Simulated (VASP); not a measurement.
# CoO (Fm-3m) in VASP: a series of runs

The runs below take CoO through single point, relaxation of cell and atoms, with PBE+U.

Program: VASP 6.6.1. These are calculated values, not measurements. Logs are shortened: lines on timing, memory, paths and dates and some standing lists are left out, and cuts for length are marked.

## Step 1: The cell of the first run

It takes space group Fm-3m (No. 225, cubic). The conventional cell has a = 4.271 Å, b = 4.271 Å, c = 4.271 Å, α = 90.00°, β = 90.00°, γ = 90.00°. Within 2.8 Å of Co (site symmetry m-3m) lie 6 O at 2.14 Å. Within 2.8 Å of O (site symmetry m-3m) lie 6 Co at 2.14 Å.

## Step 2: Single point, PBE+U, collinear spin, ferromagnetic start

File INCAR:

```
SYSTEM = CoO
  PREC = Accurate
  ENCUT = 520
  EDIFF = 1E-6
  ISMEAR = 0
  SIGMA = 0.1
  LREAL = .FALSE.
  LASPH = .TRUE.
  NELM = 150
  ALGO = Normal
  ISIF = 2
  LWAVE = .FALSE.
  LCHARG = .FALSE.
  ISPIN = 2
  MAGMOM = 2.75 0.25
  LORBIT = 11
  LMAXMIX = 4
  LDAU = .TRUE.
  LDAUTYPE = 2
  LDAUL = 2 -1
  LDAUU = 3.32 0
  LDAUJ = 0 0
  LDAUPRINT = 1
  GGA = PE
  NBANDS = 18
```

File KPOINTS:

```
regular mesh
0
G
  16 16 16
  0 0 0
```

File POSCAR:

```
CoO
1.0
    0.0000000000      2.1354981379      2.1354981379
    2.1354981379      0.0000000000      2.1354981379
    2.1354981379      2.1354981379      0.0000000000
Co O
1 1
Direct
    0.0000000000      0.0000000000      0.0000000000
    0.5000000000      0.5000000000      0.5000000000
```

Potentials or basis: VASP PAW PBE potentials, release 64 (Co, O).

Run with:

```console
$ cat potpaw_PBE.64/Co/POTCAR potpaw_PBE.64/O/POTCAR > POTCAR
$ mpirun -np 1 vasp_std > vasp.out
```

OUTCAR:

```text
SYSTEM = CoO
   PREC = Accurate
   ENCUT = 520
   EDIFF = 1E-6
   ISMEAR = 0
   LREAL = .FALSE.
   LASPH = .TRUE.
   NELM = 150
   ISIF = 2
   ISPIN = 2
   LORBIT = 11
   GGA = PE

 ion  position               nearest neighbor table
   1  0.000  0.000  0.000-   2 2.14   2 2.14   2 2.14   2 2.14   2 2.14   2 2.14
   2  0.500  0.500  0.500-   1 2.14   1 2.14   1 2.14   1 2.14   1 2.14   1 2.14

  LATTYP: Found a face centered cubic cell.
 ALAT       =     4.2709962758

  Lattice vectors:

 A1 = (   0.0000000000,   2.1354981379,   2.1354981379)
 A2 = (   2.1354981379,   0.0000000000,   2.1354981379)
 A3 = (   2.1354981379,   2.1354981379,   0.0000000000)

Analysis of symmetry for initial positions (statically):
=====================================================================
 Subroutine PRICEL returns:
 Original cell was already a primitive cell.

 Routine SETGRP: Setting up the symmetry group for a
 face centered cubic supercell.

 Subroutine GETGRP returns: Found 48 space group operations
 (whereof 48 operations were pure point group operations)
 out of a pool of 48 trial point group operations.

The static configuration has the point symmetry O_h .

Analysis of symmetry for dynamics (positions and initial velocities):
=====================================================================
 Subroutine PRICEL returns:
 Original cell was already a primitive cell.

 Routine SETGRP: Setting up the symmetry group for a
 face centered cubic supercell.

 Subroutine GETGRP returns: Found 48 space group operations
 (whereof 48 operations were pure point group operations)
 out of a pool of 48 trial point group operations.

The dynamic configuration has the point symmetry O_h .

Analysis of structural, dynamic, and magnetic symmetry:
=====================================================================
 Subroutine PRICEL returns:
 Original cell was already a primitive cell.

 Routine SETGRP: Setting up the symmetry group for a
 face centered cubic supercell.

 Subroutine GETGRP returns: Found 48 space group operations
 (whereof 48 operations were pure point group operations)
 out of a pool of 48 trial point group operations.

The overall configuration has the point symmetry O_h .

 Subroutine INISYM returns: Found 48 space group operations
 (whereof 48 operations are pure point group operations),
 and found     1 'primitive' translations

----------------------------------------------------------------------------------------

                                     Primitive cell

  volume of cell :      19.4772

  direct lattice vectors                    reciprocal lattice vectors
     0.000000000  2.135498138  2.135498138    -0.234137409  0.234137409  0.234137409
     2.135498138  0.000000000  2.135498138     0.234137409 -0.234137409  0.234137409
     2.135498138  2.135498138  0.000000000     0.234137409  0.234137409 -0.234137409

  length of vectors
     3.020050429  3.020050429  3.020050429     0.405537888  0.405537888  0.405537888

  position of ions in fractional coordinates (direct lattice)
     0.000000000  0.000000000  0.000000000
     0.500000000  0.500000000  0.500000000

  ion indices of the primitive-cell ions
   primitive index   ion index
                 1           1
                 2           2

----------------------------------------------------------------------------------------

 KPOINTS: regular mesh

Automatic generation of k-mesh.
 Grid dimensions read from file:
 generate k-points for:   16   16   16

 Generating k-lattice:

  Cartesian coordinates                     Fractional coordinates (reciprocal lattice)
    -0.014633588  0.014633588  0.014633588     0.062500000  0.000000000  0.000000000
     0.014633588 -0.014633588  0.014633588     0.000000000  0.062500000  0.000000000
     0.014633588  0.014633588 -0.014633588     0.000000000  0.000000000  0.062500000

  Length of vectors
     0.025346118  0.025346118  0.025346118

  Shift w.r.t. Gamma in fractional coordinates (k-lattice)
     0.000000000  0.000000000  0.000000000

 Subroutine IBZKPT returns following result:
 ===========================================

 Found    145 irreducible k-points:

 Following reciprocal coordinates:
            Coordinates               Weight
  0.000000  0.000000  0.000000      1.000000
  0.062500  0.000000  0.000000      8.000000
  0.125000  0.000000  0.000000      8.000000
  0.187500  0.000000  0.000000      8.000000
  0.250000  0.000000  0.000000      8.000000
  0.312500  0.000000  0.000000      8.000000
[... 16 lines left out ...]
 -0.125000  0.062500  0.000000     24.000000
 -0.062500  0.062500  0.000000     12.000000
 [... further k-points ...]
   k-points           NKPTS =    145   k-points in BZ     NKDIM =    145   number of bands    NBANDS=     18
   number of dos      NEDOS =    301   number of ions     NIONS =      2
   total plane-waves  NPLWV =  13824
   dimension x,y,z NGX =    24 NGY =   24 NGZ =   24
   dimension x,y,z NGXF=    48 NGYF=   48 NGZF=   48
   ions per type =               1   1
   NGX,Y,Z   is equivalent  to a cutoff of  13.21, 13.21, 13.21 a.u.
   NGXF,Y,Z  is equivalent  to a cutoff of  26.42, 26.42, 26.42 a.u.
 SYSTEM =  CoO
   PREC   = accura    normal or accurate (medium, high low for compatibility)
   ISTART =      0    job   : 0-new  1-cont  2-samecut
   ICHARG =      2    charge: 1-file 2-atom 10-const
   ISPIN  =      2    spin polarized calculation?
   LNONCOLLINEAR =      F non collinear calculations
   LSORBIT =      F    spin-orbit coupling
   LASPH  =      T    aspherical Exc in radial PAW
   ENCUT  =  520.0 eV  38.22 Ry    6.18 a.u.   5.62  5.62  5.62*2*pi/ulx,y,z
   NELM   =    150;   NELMIN=  2; NELMDL= -5     # of ELM steps
   EDIFF  = 0.1E-05   stopping-criterion for ELM
   LREAL  =      F    real-space projection
   EDIFFG = 0.1E-04   stopping-criterion for IOM
   NSW    =      0    number of steps for IOM
   IBRION =     -1    ionic relax: 0-MD 1-quasi-New 2-CG
   NFREE  =      0    steps in history (QN), initial steepest desc. (CG)
   ISIF   =      2    stress and relaxation
   ISYM   =      2    0-nonsym 1-usesym 2-fastsym
   POTIM  = 0.5000    time-step for ionic-motion
   TEBEG  =    0.0;   TEEND  =   0.0 temperature during run
   PSTRESS=    0.0 pullay stress
   NELECT =      15.0000    total number of electrons
   NUPDOWN=      -1.0000    fix difference up-down
   EMIN   =  10.00;   EMAX   =-10.00  energy-range for DOS
   EFERMI =   0.00;   METHOD = LEGACY
   ISMEAR =     0;   SIGMA  =   0.10  broadening in eV -4-tet -1-fermi 0-gaus
   EFERMI_NEDOS =   21; number of points for ismear=-14 and -15
   IALGO  =     38    algorithm
   IMIX   =      4    mixing-type and parameters
     AMIX     =   0.40;   BMIX     =  1.00
     AMIX_MAG =   1.60;   BMIX_MAG =  1.00
  volume/ion in A,a.u.               =       9.74        65.72
  Fermi-wavevector in a.u.,A,eV,Ry     =   1.500592  2.835708 30.637291  2.251777
  Thomas-Fermi vector in A             =   2.612073
   LORBIT       =     11    0 simple, 1 ext, 2 COOP (PROOUT), +10 PAW based schemes
 LDA+U is selected, type is set to LDAUTYPE =  2
   angular momentum for each species LDAUL =     2   -1
   U (eV)           for each species LDAUU =   3.3  0.0
   J (eV)           for each species LDAUJ =   0.0  0.0
   GGA     = PE    functional components
   LHFCALC =     F    Hartree Fock is set to
   AEXX    =    0.0000 exact exchange contribution
   IVDW    =     0    specifies the selected vdW correction
   LEPSILON=     F    determine dielectric tensor
   LRPA    =     F    only Hartree local field effects (RPA)
 spin polarized calculation
 Gauss-broadening in eV      SIGMA  =   0.10
  energy-cutoff  :      520.00
  volume of cell :       19.48
 maximum number of plane-waves:       544
   NGX = 11   NGY = 11   NGZ = 11

atom =   1  type =  1  l = 2

 onsite density matrix

spin component  1

  0.9678 -0.0000 -0.0000  0.0000 -0.0000
 -0.0000  0.9678 -0.0000  0.0000 -0.0000
 -0.0000 -0.0000  1.0110 -0.0000 -0.0000
  0.0000  0.0000 -0.0000  0.9678  0.0000
 -0.0000 -0.0000 -0.0000  0.0000  1.0110

spin component  2

  0.6544  0.0000  0.0000 -0.0000  0.0000
  0.0000  0.6544  0.0000 -0.0000 -0.0000
  0.0000  0.0000  0.1349  0.0000 -0.0000
 -0.0000 -0.0000  0.0000  0.6544 -0.0000
  0.0000 -0.0000 -0.0000 -0.0000  0.1349

 occupancies and eigenvectors

  o =  0.1349  v =  0.0000  0.0000  0.0000  0.0000  0.0000  0.0000  0.0000  0.0204  0.0000  0.9998      0.0000  0.0000  0.0000  0.0000  0.0000  0.0000  0.0000  0.0000  0.0000  0.0000
  o =  0.1349  v =  0.0000  0.0000  0.0000  0.0000  0.0000  0.0000 -0.0000 -0.9998  0.0000  0.0204      0.0000  0.0000  0.0000  0.0000  0.0000  0.0000  0.0000  0.0000  0.0000  0.0000
  o =  0.6544  v =  0.0000  0.0000  0.0000  0.0000  0.0000  1.0000  0.0000  0.0000  0.0000  0.0000      0.0000  0.0000  0.0000  0.0000  0.0000  0.0000  0.0000  0.0000  0.0000  0.0000
  o =  0.6544  v =  0.0000  0.0000  0.0000  0.0000  0.0000  0.0000 -0.5554  0.0000 -0.8316 -0.0000      0.0000  0.0000  0.0000  0.0000  0.0000  0.0000  0.0000  0.0000  0.0000  0.0000
  o =  0.6544  v =  0.0000  0.0000  0.0000  0.0000  0.0000  0.0000 -0.8316  0.0000  0.5554 -0.0000      0.0000  0.0000  0.0000  0.0000  0.0000  0.0000  0.0000  0.0000  0.0000  0.0000
  o =  0.9678  v =  0.0000 -1.0000 -0.0000  0.0072 -0.0000  0.0000  0.0000  0.0000  0.0000  0.0000      0.0000  0.0000  0.0000  0.0000  0.0000  0.0000  0.0000  0.0000  0.0000  0.0000
  o =  0.9678  v =  0.0000 -0.0072 -0.0000 -1.0000  0.0000  0.0000  0.0000  0.0000  0.0000  0.0000      0.0000  0.0000  0.0000  0.0000  0.0000  0.0000  0.0000  0.0000  0.0000  0.0000
  o =  0.9678  v =  1.0000  0.0000  0.0000  0.0000  0.0000  0.0000  0.0000  0.0000  0.0000  0.0000      0.0000  0.0000  0.0000  0.0000  0.0000  0.0000  0.0000  0.0000  0.0000  0.0000
  o =  1.0110  v =  0.0000 -0.0000  1.0000 -0.0000  0.0058  0.0000  0.0000  0.0000  0.0000  0.0000      0.0000  0.0000  0.0000  0.0000  0.0000  0.0000  0.0000  0.0000  0.0000  0.0000
  o =  1.0110  v =  0.0000  0.0000  0.0058 -0.0000 -1.0000  0.0000  0.0000  0.0000  0.0000  0.0000      0.0000  0.0000  0.0000  0.0000  0.0000  0.0000  0.0000  0.0000  0.0000  0.0000

 number of electron      15.0000008 magnetization       2.9983722

 Free energy of the ion-electron system (eV)
  ---------------------------------------------------
  ext. energy  EPLUGINS =         0.00000000
  ---------------------------------------------------
  free energy    TOTEN  =       -11.29900388 eV

  energy without entropy =      -11.27512298  energy(sigma->0) =      -11.28706343

 E-fermi :   7.2624     XC(G=0): -12.3437

 val. band max:        7.2531668295   @ k =  -0.2500   0.1875   0.0000
 cond. band min:       7.2633489817   @ k =   0.5000   0.2500   0.0625
 fundamental gap:      0.0101821521
 Fermi energy:         7.2623619586

 spin component 1

 k-point     1 :       0.0000    0.0000    0.0000
  band No.  band energies     occupation
      1     -12.1603      1.00000
      2       2.6657      1.00000
      3       2.6657      1.00000
      4       3.1220      1.00000
      5       3.1221      1.00000
      6       3.1221      1.00000
[... 10 lines left out ...]
     17      29.0742      0.00000
     18      31.1360      0.00000
[... 466 lines left out ...]
      2       2.2780      1.00000
      3       2.4452      1.00000
      4       2.9560      1.00000
      5       3.0894      1.00000
      6       3.1617      1.00000
[... 10 lines left out ...]
     17      30.3608      0.00000
     18      32.2019      0.00000

 [... further k-points ...]

 spin component 2

 k-point     1 :       0.0000    0.0000    0.0000
  band No.  band energies     occupation
      1     -11.7231      1.00000
      2       5.3876      1.00000
      3       5.3876      1.00000
      4       5.3876      1.00000
      5       6.1513      1.00000
      6       6.1513      1.00000
[... 10 lines left out ...]
     17      30.0957      0.00000
     18      34.3341      0.00000
[... 466 lines left out ...]
      2       4.4857      1.00000
      3       4.9919      1.00000
      4       5.1115      1.00000
      5       6.2027      1.00000
      6       6.4343      1.00000
[... 10 lines left out ...]
     17      31.4582      0.00000
     18      35.1117      0.00000

 [... further k-points ...]

------------------------ aborting loop because EDIFF is reached ----------------------------------------

  FORCE on cell =-STRESS in cart. coord.  units (eV):
  Direction    XX          YY          ZZ          XY          YZ          ZX
  --------------------------------------------------------------------------------------
  -------------------------------------------------------------------------------------
  Total       -0.3803628     -0.3803628     -0.3803628     -0.0000000      0.0000000      0.0000000
  in kB      -31.2882297    -31.2882297    -31.2882297     -0.0000000      0.0000000      0.0000000
  external PRESSURE =     -31.2882297 kB  Pullay stress =       0.0000000 kB

 VOLUME and BASIS-vectors are now :
 -----------------------------------------------------------------------------
  energy-cutoff  :      520.00
  volume of cell :       19.48
      direct lattice vectors                 reciprocal lattice vectors
     0.000000000  2.135498138  2.135498138    -0.234137409  0.234137409  0.234137409
     2.135498138  0.000000000  2.135498138     0.234137409 -0.234137409  0.234137409
     2.135498138  2.135498138  0.000000000     0.234137409  0.234137409 -0.234137409

 POSITION                                       TOTAL-FORCE (eV/Angst)
 -----------------------------------------------------------------------------------
      0.00000      0.00000      0.00000         0.000000      0.000000      0.000000
      2.13550      2.13550      2.13550        -0.000000      0.000000     -0.000000
 -----------------------------------------------------------------------------------
    total drift:                                0.000000     -0.000000     -0.000000

  FREE ENERGIE OF THE ION-ELECTRON SYSTEM (eV)
  ---------------------------------------------------
  free  energy   TOTEN  =       -11.2990038755 eV

  energy  without entropy=      -11.2751229767  energy(sigma->0) =      -11.28706343

 total charge

# of ion       s       p       d       tot
------------------------------------------
    1        0.295   0.357   7.134   7.786
    2        1.553   3.443   0.000   4.996
--------------------------------------------------
tot          1.847   3.800   7.134  12.782

 magnetization (x)

# of ion       s       p       d       tot
------------------------------------------
    1        0.021   0.017   2.692   2.730
    2        0.023   0.233   0.000   0.256
--------------------------------------------------
tot          0.044   0.250   2.692   2.986
```

Run time: 35 s. Hardware: 1 thread of Intel Xeon 6975P-C (Granite Rapids), shared host; peak memory 0.2 GiB.

What came out:

```
Free energy                                           : -11.2990 eV
Pressure                                              : -3.1 GPa
Band gap on the k mesh                                : zero (filled and empty bands overlap)
Net moment                                            : 3.00 μB per cell
Site moments                                          : Co +2.73; O +0.26 μB
Valence electrons inside the program's atomic spheres : Co 7.79; O 5.00
```

Eigenvalues of the final occupation matrices:
| site | spin | trace | eigenvalues |
| --- | --- | --- | --- |
| site 1 d | 1 | 4.93 | 0.97 0.97 0.97 1.01 1.01 |
| site 1 d | 2 | 2.23 | 0.13 0.13 0.65 0.65 0.65 |

Caveat: a cell with one magnetic atom can't hold antiferromagnetic order, which such compounds often take.

## Step 3: Relaxation of cell and atoms, PBE+U, collinear spin, ferromagnetic start

This run uses another cell than the first one, of 9.68 Å³/atom, 0.994 times its volume.

File INCAR:

```
SYSTEM = CoO
PREC = Accurate ; ENCUT = 600
EDIFF = 1E-7 ; ISMEAR = 0
SIGMA = 0.1 ; LREAL = .FALSE.
LASPH = .TRUE. ; NELM = 150
ALGO = Normal ; ISIF = 3
LWAVE = .FALSE. ; LCHARG = .FALSE.
ISPIN = 2 ; MAGMOM = 2.75 0.25
LORBIT = 11 ; LMAXMIX = 4
LDAU = .TRUE. ; LDAUTYPE = 2
LDAUL = 2 -1 ; LDAUU = 3.32 0
LDAUJ = 0 0 ; LDAUPRINT = 1
GGA = PE ; IBRION = 2
NSW = 100 ; EDIFFG = -0.005
```

KPOINTS is that of step 2.

File POSCAR:

```
CoO
1.0
    0.0000000000      2.1315000000      2.1315000000
    2.1315000000      0.0000000000      2.1315000000
    2.1315000000      2.1315000000      0.0000000000
Co O
1 1
Direct
    0.0000000000      0.0000000000      0.0000000000
    0.5000000000      0.5000000000      0.5000000000
```

Potentials or basis: VASP PAW PBE potentials, release 64 (Co, O).

Run with:

```console
$ cat potpaw_PBE.64/Co/POTCAR potpaw_PBE.64/O/POTCAR > POTCAR
$ mpirun -np 1 vasp_std > vasp.out
```

It took 1.9 min on 1 thread of AMD EPYC 9R45 (Zen 5), shared host; peak memory 0.18 GiB.

It converged, with:

- Free energy: -11.3043 eV
- Relaxed volume: 9.56 Å³/atom
- Relaxed cell: a = 3.002 Å, b = 3.002 Å, c = 3.002 Å, α = 60.00°, β = 60.00°, γ = 60.00°
- Space group after relaxing (to 0.05 Å): Fm-3m (No. 225)
- Energy gained by relaxing: 0.8 meV/atom
- Ionic steps: 3
- Pressure after relaxing: 0.0 GPa
- Band gap on the k mesh: zero (filled and empty bands overlap)
- Net moment: 3.00 μB per cell
- Site moments: Co +2.73; O +0.26 μB
- Valence electrons inside the program's atomic spheres: Co 7.82; O 5.00

The path:
| step | energy change (eV) | largest force (eV/Å) | pressure (GPa) | volume (Å³) |
| --- | --- | --- | --- | --- |
| 1 | 0.0000 | 0.0000 | -2.21 | 19.37 |
| 2 | -0.0011 | 0.0000 | 1.31 | 19.00 |
| 3 | -0.0017 | 0.0000 | 0.01 | 19.13 |

Final structure:
```
CELL_PARAMETERS angstrom
0.00000 2.12270 2.12270
2.12270 0.00000 2.12270
2.12270 2.12270 0.00000
ATOMIC_POSITIONS crystal
Co 0.00000 0.00000 0.00000
O 0.50000 0.50000 0.50000
```

Levels at points of the mesh, in eV from the Fermi level:
Spin up:
```csv
k point,band 7,band 8,band 9,band 10,band 11,band 12
"(0.00, 0.00, 0.00)",-2.43,-2.43,-2.43,1.65,17.48,17.81
"(0.50, 0.00, 0.00)",-2.62,-0.13,-0.13,5.67,10.01,14.03
"(0.50, 0.50, 0.00)",-3.68,-3.24,-3.24,6.42,10.55,11.46
```
Spin down:
```
           k point  band 3  band 4  band 5  band 6  band 7  band 8  band 9  band 10
(0.00, 0.00, 0.00)   -1.94   -1.94   -1.15   -1.15   -1.15    1.75    1.75     2.17
(0.50, 0.00, 0.00)   -3.79   -3.79   -0.10   -0.10    0.21    4.18    4.18     5.93
(0.50, 0.50, 0.00)   -3.22   -3.22   -2.23    0.05    0.05    2.26    2.68     7.37
```

Eigenvalues of the final occupation matrices:
```
    site  spin  trace               eigenvalues
site 1 d     1   4.93  0.97 0.97 0.97 1.01 1.01
site 1 d     2   2.24  0.14 0.14 0.65 0.65 0.65
```

Caveat: a cell with one magnetic atom can't hold antiferromagnetic order, which such compounds often take. The state reached can hang on the start; a lower one may exist.
